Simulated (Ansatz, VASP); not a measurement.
## Two plane-wave programs on Se

```xyz
2
Lattice="3.1073 0.0000 0.0000 -1.5536 2.6910 0.0000 0.0000 0.0000 3.8147" Properties=species:S:1:pos:R:3 pbc="T T T"
Se    0.0000    1.7940    0.9537
Se    1.5536    0.8970    2.8611
```

Change from the starting cell: volume scaled by 0.76, PAW files.

Alike in both runs: task single point; functional PBEsol; k mesh 14 × 14 × 8; occupations fermi-dirac, width 0.1 eV; no spin polarisation.

|  | VASP | Ansatz |
| --- | --- | --- |
| version | VASP 6.6.1 | Ansatz 0.2.0 |
| potentials or method | VASP PAW PBE potentials, release 64 (Se) | PAW with Ansatz's default frozen-core files, scalar-relativistic |
| plane-wave cutoff (eV) | 520 | 420 |
| valence electrons in the cell | 12 | 32 |

```tsv
	VASP	Ansatz	Ansatz less VASP
pressure (GPa)	31.6	31.1	-0.45
traceless stress, the component that is largest in VASP (GPa)	0.08	-0.09	-0.164
```

VASP's potentials were made for PBE, not for PBEsol. Both programs put the cell under a high pressure, so it lies far from rest at this level. VASP's potentials hold 12 valence electrons a cell and Ansatz's 32, so a difference there can come from the potentials and not from the codes.
